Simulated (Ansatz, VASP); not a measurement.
## KSrCl3 in VASP and in Ansatz

```
K Sr Cl
1.0
     5.63620    0.00000    0.00000
     0.00000    5.63620    0.00000
     0.00000    0.00000    5.63620
K Sr Cl
1 1 3
Cartesian
  0.0000 0.0000 0.0000
  2.8181 2.8181 2.8181
  2.8181 2.8181 0.0000
  2.8181 0.0000 2.8181
  0.0000 2.8181 2.8181
```

Alike in both runs: task single point; functional PBEsol; k mesh 4 × 4 × 4; no spin polarisation.

|  | VASP | Ansatz |
| --- | --- | --- |
| version | VASP 6.6.1 | Ansatz 0.2.0 |
| potentials or method | VASP PAW PBE potentials, release 64 (K_sv, Sr_sv, Cl) | plane waves |
| plane-wave cutoff (eV) | 520 | 420 |
| occupations | gaussian, width 0.01 eV | fixed |
| valence electrons in the cell | 40 | 40 |

Ansatz gave:

- gap on the k mesh at the Fermi level (eV): 4.41
- pressure (GPa): -0.6

Task: Which values does VASP return?

Result: gap on the k mesh at the Fermi level (eV): 4.41; pressure (GPa): -0.5.

VASP's potentials were made for PBE, not for PBEsol.
